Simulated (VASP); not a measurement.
# SnO2 (P1) in VASP: single point with LDA

Aim: the single point of SnO2 with LDA.

Program: VASP 6.6.1. These are calculated values, not measurements. Logs are shortened: lines on timing, memory, paths and dates and some standing lists are left out, and cuts for length are marked.

**1. The cell of the first run**

The typed cell holds 6 atoms: a = 5.795 Å, b = 5.808 Å, c = 5.566 Å, α = 138.06°, β = 140.22°, γ = 60.22°.

**2. Single point, LDA (atoms moved at random and the cell strained at random)**

Input file INCAR:

```
ALGO = Normal
EDIFF = 1E-7
ENCUT = 520
ISIF = 2
ISMEAR = 0
KPAR = 4
LASPH = True
LCHARG = False
LREAL = False
LWAVE = False
NBANDS = 35
NELM = 60
PREC = Accurate
SIGMA = 0.05
```

Input file KPOINTS:

```
k-points
0
Gamma
  10 10 10
```

Input file POSCAR:

```
SnO2
1.0
   -2.0057235616      2.1020332375      5.0137083564
    2.2114867912     -1.9098102213      5.0189915603
    1.8619063694      1.7659930291     -4.9387055954
Sn O
2 4
Direct
    0.6856020587      0.2588737303      0.4600931496
    0.0062306523      0.0132750851     -0.0506685680
    0.7526373407      0.7122748051     -0.0609508633
    0.9681960892      0.6101837923      0.6144266778
    0.2655328524      0.0854432197     -0.0299231789
    0.5718010067      0.0699493676      0.5670227828
```

Potentials or basis: VASP PAW LDA potentials, release 64 (Sn_d, O).

On the command line:

```bash
cat potpaw_LDA.64/Sn_d/POTCAR potpaw_LDA.64/O/POTCAR > POTCAR
mpirun -np 4 vasp_std > vasp.out
```

OUTCAR:

```text
EDIFF = 1E-7
   ENCUT = 520
   ISIF = 2
   ISMEAR = 0
   LASPH = True
   LREAL = False
   NELM = 60
   PREC = Accurate

 ion  position               nearest neighbor table
   1  0.686  0.259  0.460-   5 1.59   3 1.78   6 2.07   3 2.33   4 2.48   5 2.57   2 2.82   2 2.88
                             2 3.55   2 3.61
   2  0.006  0.013  0.949-   4 1.55   5 1.65   6 1.72   6 2.18   4 2.68   3 2.74   1 2.82   1 2.88
                             1 3.55   1 3.61
   3  0.753  0.712  0.939-   1 1.78   1 2.33   2 2.74
   4  0.968  0.610  0.614-   2 1.55   1 2.48   2 2.68
   5  0.266  0.085  0.970-   1 1.59   2 1.65   1 2.57
   6  0.572  0.070  0.567-   2 1.72   1 2.07   2 2.18

  LATTYP: Found a triclinic cell.
 ALAT       =     4.0767218524
 B/A-ratio  =     1.3285718238
 C/A-ratio  =     2.4674875154
 COS(alpha) =     0.0166360540
 COS(beta)  =     0.6297581711
 COS(gamma) =     0.7012355159

  Lattice vectors:

 A1 = (  -4.0733931606,   0.1438171922,  -0.0802859649)
 A2 = (  -3.9295759684,  -3.7242090744,  -0.1552887259)
 A3 = (  -6.2229339144,   6.1138766963,   5.0084251525)

Analysis of symmetry for initial positions (statically):
=====================================================================
 Subroutine PRICEL returns:
 Original cell was already a primitive cell.

 Routine SETGRP: Setting up the symmetry group for a
 triclinic supercell.

 Subroutine GETGRP returns: Found  1 space group operations
 (whereof  1 operations were pure point group operations)
 out of a pool of  2 trial point group operations.

The static configuration has the point symmetry C_1 .

Analysis of symmetry for dynamics (positions and initial velocities):
=====================================================================
 Subroutine PRICEL returns:
 Original cell was already a primitive cell.

 Routine SETGRP: Setting up the symmetry group for a
 triclinic supercell.

 Subroutine GETGRP returns: Found  1 space group operations
 (whereof  1 operations were pure point group operations)
 out of a pool of  2 trial point group operations.

The dynamic configuration has the point symmetry C_1 .

 Subroutine INISYM returns: Found  1 space group operations
 (whereof  1 operations are pure point group operations),
 and found     1 'primitive' translations

----------------------------------------------------------------------------------------

                                     Primitive cell

  volume of cell :      78.8703

  direct lattice vectors                    reciprocal lattice vectors
    -2.005723562  2.102033238  5.013708356     0.007207865  0.256963388  0.094602910
     2.211486791 -1.909810221  5.018991560     0.243887776  0.007234951  0.094533490
     1.861906369  1.765993029 -4.938705595     0.255169861  0.268218387 -0.010372315

  length of vectors
     5.794716751  5.807609249  5.565630213     0.273919417  0.261668058  0.370351652

  position of ions in fractional coordinates (direct lattice)
     0.685602059  0.258873730  0.460093150
     0.006230652  0.013275085  0.949331432
     0.752637341  0.712274805  0.939049137
     0.968196089  0.610183792  0.614426678
     0.265532852  0.085443220  0.970076821
     0.571801007  0.069949368  0.567022783

  ion indices of the primitive-cell ions
   primitive index   ion index
                 1           1
                 2           2
                 3           3
                 4           4
                 5           5
                 6           6

----------------------------------------------------------------------------------------

 KPOINTS: k-points

Automatic generation of k-mesh.
 Grid dimensions read from file:
 generate k-points for:   10   10   10

 Generating k-lattice:

  Cartesian coordinates                     Fractional coordinates (reciprocal lattice)
     0.000720786  0.025696339  0.009460291     0.100000000  0.000000000  0.000000000
     0.024388778  0.000723495  0.009453349     0.000000000  0.100000000  0.000000000
     0.025516986  0.026821839 -0.001037231     0.000000000 -0.000000000  0.100000000

  Length of vectors
     0.027391942  0.026166806  0.037035165

  Shift w.r.t. Gamma in fractional coordinates (k-lattice)
     0.000000000  0.000000000  0.000000000

 Subroutine IBZKPT returns following result:
 ===========================================

 Found    504 irreducible k-points:

 Following reciprocal coordinates:
            Coordinates               Weight
  0.000000  0.000000  0.000000      1.000000
  0.100000  0.000000  0.000000      2.000000
  0.200000  0.000000  0.000000      2.000000
  0.300000  0.000000  0.000000      2.000000
  0.400000  0.000000 -0.000000      2.000000
  0.500000  0.000000  0.000000      1.000000
[... 16 lines left out ...]
 -0.400000  0.200000  0.000000      2.000000
 -0.300000  0.200000  0.000000      2.000000
 [... further k-points ...]
   k-points           NKPTS =    504   k-points in BZ     NKDIM =    504   number of bands    NBANDS=     35
   number of dos      NEDOS =    301   number of ions     NIONS =      6
   total plane-waves  NPLWV =  96768
   dimension x,y,z NGX =    48 NGY =   48 NGZ =   42
   dimension x,y,z NGXF=    96 NGYF=   96 NGZF=   84
   ions per type =               2   4
   NGX,Y,Z   is equivalent  to a cutoff of  13.77, 13.74, 12.55 a.u.
   NGXF,Y,Z  is equivalent  to a cutoff of  27.54, 27.48, 25.09 a.u.
 SYSTEM =  unknown system
   PREC   = accura    normal or accurate (medium, high low for compatibility)
   ISTART =      0    job   : 0-new  1-cont  2-samecut
   ICHARG =      2    charge: 1-file 2-atom 10-const
   ISPIN  =      1    spin polarized calculation?
   LNONCOLLINEAR =      F non collinear calculations
   LSORBIT =      F    spin-orbit coupling
   LASPH  =      T    aspherical Exc in radial PAW
   ENCUT  =  520.0 eV  38.22 Ry    6.18 a.u.  10.77 10.80 10.35*2*pi/ulx,y,z
   NELM   =     60;   NELMIN=  2; NELMDL= -5     # of ELM steps
   EDIFF  = 0.1E-06   stopping-criterion for ELM
   LREAL  =      F    real-space projection
   EDIFFG = 0.1E-05   stopping-criterion for IOM
   NSW    =      0    number of steps for IOM
   IBRION =     -1    ionic relax: 0-MD 1-quasi-New 2-CG
   NFREE  =      0    steps in history (QN), initial steepest desc. (CG)
   ISIF   =      2    stress and relaxation
   ISYM   =      2    0-nonsym 1-usesym 2-fastsym
   POTIM  = 0.5000    time-step for ionic-motion
   TEBEG  =    0.0;   TEEND  =   0.0 temperature during run
   PSTRESS=    0.0 pullay stress
   NELECT =      52.0000    total number of electrons
   NUPDOWN=      -1.0000    fix difference up-down
   EMIN   =  10.00;   EMAX   =-10.00  energy-range for DOS
   EFERMI =   0.00;   METHOD = LEGACY
   ISMEAR =     0;   SIGMA  =   0.05  broadening in eV -4-tet -1-fermi 0-gaus
   EFERMI_NEDOS =   21; number of points for ismear=-14 and -15
   IALGO  =     38    algorithm
   IMIX   =      4    mixing-type and parameters
     AMIX     =   0.40;   BMIX     =  1.00
     AMIX_MAG =   1.60;   BMIX_MAG =  1.00
  volume/ion in A,a.u.               =      13.15        88.71
  Fermi-wavevector in a.u.,A,eV,Ry     =   1.424858  2.692591 27.622811  2.030219
  Thomas-Fermi vector in A             =   2.545304
   LORBIT       =      0    0 simple, 1 ext, 2 COOP (PROOUT), +10 PAW based schemes
   GGA     = CA    functional components
   LHFCALC =     F    Hartree Fock is set to
   AEXX    =    0.0000 exact exchange contribution
   IVDW    =     0    specifies the selected vdW correction
   LEPSILON=     F    determine dielectric tensor
   LRPA    =     F    only Hartree local field effects (RPA)
 non-spin polarized calculation
 Gauss-broadening in eV      SIGMA  =   0.05
  energy-cutoff  :      520.00
  volume of cell :       78.87
 maximum number of plane-waves:      2141
 NGX is ok and might be reduce to    48
   NGX = 21   NGY = 21   NGZ = 21

 number of electron      52.0000004 magnetization

 Free energy of the ion-electron system (eV)
  ---------------------------------------------------
  ext. energy  EPLUGINS =         0.00000000
  ---------------------------------------------------
  free energy    TOTEN  =       -27.72636790 eV

  energy without entropy =      -27.72636790  energy(sigma->0) =      -27.72636790

 E-fermi :   4.9983     XC(G=0): -10.9564

 val. band max:        4.7098969251   @ k =   0.0000   0.0000   0.0000
 cond. band min:       5.1937962416   @ k =   0.0000   0.0000   0.0000
 fundamental gap:      0.4838993164
 Fermi energy:         4.9983143930

 k-point     1 :       0.0000    0.0000    0.0000
  band No.  band energies     occupation
      1     -19.3631      2.00000
      2     -17.8093      2.00000
      3     -17.0153      2.00000
      4     -16.4217      2.00000
      5     -16.0864      2.00000
      6     -15.7792      2.00000
[... 27 lines left out ...]
     34      17.1418      0.00000
     35      17.9804      0.00000

 k-point     2 :       0.1000    0.0000    0.0000
  band No.  band energies     occupation
      1     -19.3550      2.00000
      2     -17.7941      2.00000
      3     -16.9967      2.00000
      4     -16.4243      2.00000
      5     -16.0745      2.00000
      6     -15.7867      2.00000
[... 27 lines left out ...]
     34      17.1605      0.00000
     35      18.1263      0.00000

 k-point     3 :       0.2000    0.0000    0.0000
  band No.  band energies     occupation
      1     -19.3335      2.00000
      2     -17.7574      2.00000
      3     -16.9440      2.00000
      4     -16.4351      2.00000
      5     -16.0393      2.00000
      6     -15.8013      2.00000
[... 27 lines left out ...]
     34      17.0691      0.00000
     35      18.1868      0.00000

 k-point     4 :       0.3000    0.0000    0.0000
  band No.  band energies     occupation
      1     -19.3071      2.00000
      2     -17.7180      2.00000
      3     -16.8706      2.00000
      4     -16.4575      2.00000
      5     -15.9895      2.00000
      6     -15.8105      2.00000
[... 27 lines left out ...]
     34      16.8864      0.00000
     35      18.2250      0.00000

 k-point     5 :       0.4000    0.0000   -0.0000
  band No.  band energies     occupation
      1     -19.2859      2.00000
      2     -17.6905      2.00000
      3     -16.8020      2.00000
      4     -16.4859      2.00000
      5     -15.9490      2.00000
      6     -15.8063      2.00000
[... 638 lines left out ...]
 k-point    22 :       0.5000    0.2000    0.0000
  band No.  band energies     occupation
      1     -19.2761      2.00000
      2     -17.6534      2.00000
      3     -16.7596      2.00000
      4     -16.4396      2.00000
      5     -15.9447      2.00000
      6     -15.7961      2.00000
[... 27 lines left out ...]
     34      17.2372      0.00000
     35      17.6626      0.00000

 k-point    23 :      -0.4000    0.2000    0.0000
  band No.  band energies     occupation
      1     -19.2835      2.00000
      2     -17.6585      2.00000
      3     -16.7897      2.00000
      4     -16.4330      2.00000
      5     -15.9645      2.00000
      6     -15.8023      2.00000
[... 27 lines left out ...]
     34      16.8874      0.00000
     35      17.5696      0.00000

 k-point    24 :      -0.3000    0.2000    0.0000
  band No.  band energies     occupation
      1     -19.3048      2.00000
      2     -17.6891      2.00000
      3     -16.8503      2.00000
      4     -16.4125      2.00000
      5     -16.0074      2.00000
      6     -15.8026      2.00000
[... 27 lines left out ...]
     34      16.7128      0.00000
     35      17.7522      0.00000

 [... further k-points ...]

------------------------ aborting loop because EDIFF is reached ----------------------------------------

  FORCE on cell =-STRESS in cart. coord.  units (eV):
  Direction    XX          YY          ZZ          XY          YZ          ZX
  --------------------------------------------------------------------------------------
  -------------------------------------------------------------------------------------
  Total       32.6449609     44.8275680     32.1681760      3.2469993     11.8972367      9.6254997
  in kB      663.1524046    910.6308820    653.4669585     65.9598088    241.6814394    195.5331874
  external PRESSURE =     742.4167484 kB  Pullay stress =       0.0000000 kB

 VOLUME and BASIS-vectors are now :
 -----------------------------------------------------------------------------
  energy-cutoff  :      520.00
  volume of cell :       78.87
      direct lattice vectors                 reciprocal lattice vectors
    -2.005723562  2.102033238  5.013708356     0.007207865  0.256963388  0.094602910
     2.211486791 -1.909810221  5.018991560     0.243887776  0.007234951  0.094533490
     1.861906369  1.765993029 -4.938705595     0.255169861  0.268218387 -0.010372315

 POSITION                                       TOTAL-FORCE (eV/Angst)
 -----------------------------------------------------------------------------------
      0.05402      1.75928      2.46443         0.107247     15.735055      9.134534
      1.78443      1.66426     -4.59060        20.046096      3.917280     -8.430924
      1.81403      1.88011      2.71072         6.571089      0.593202      0.791432
      0.55148      1.95492      4.88229       -23.308641      1.658935     -9.687148
      1.46256      2.10813     -3.03078        -6.023519    -14.012565      8.235239
      0.06356      2.06971      0.41756         2.607727     -7.891908     -0.043133
 -----------------------------------------------------------------------------------
    total drift:                               -0.000650     -0.000316     -0.000125

  FREE ENERGIE OF THE ION-ELECTRON SYSTEM (eV)
  ---------------------------------------------------
  free  energy   TOTEN  =       -27.7263678962 eV

  energy  without entropy=      -27.7263678962  energy(sigma->0) =      -27.72636790
```

Wall time 17 min (4 MPI ranks of AMD EPYC 7R13 (Zen 3), shared host); peak memory 1 GiB.

What came out:

```
Free energy            : -27.7264 eV
Pressure               : 74.2 GPa
Largest force          : 25.296 eV/Å
Band gap on the k mesh : 0.48 eV
```

Forces on the atoms (eV/Å):
```
Sn    0.107  15.735   9.135
Sn   20.046   3.917  -8.431
O     6.571   0.593   0.791
O   -23.309   1.659  -9.687
O    -6.024 -14.013   8.235
O     2.608  -7.892  -0.043
```

Caveat: the cell differs from its parent crystal (atoms moved at random and the cell strained at random); the cell stands under pressure; spin-orbit coupling is left out, which moves the levels of the heavy elements; forces of over 1 eV/Å act on the atoms, so gaps and moduli don't describe the material at rest.
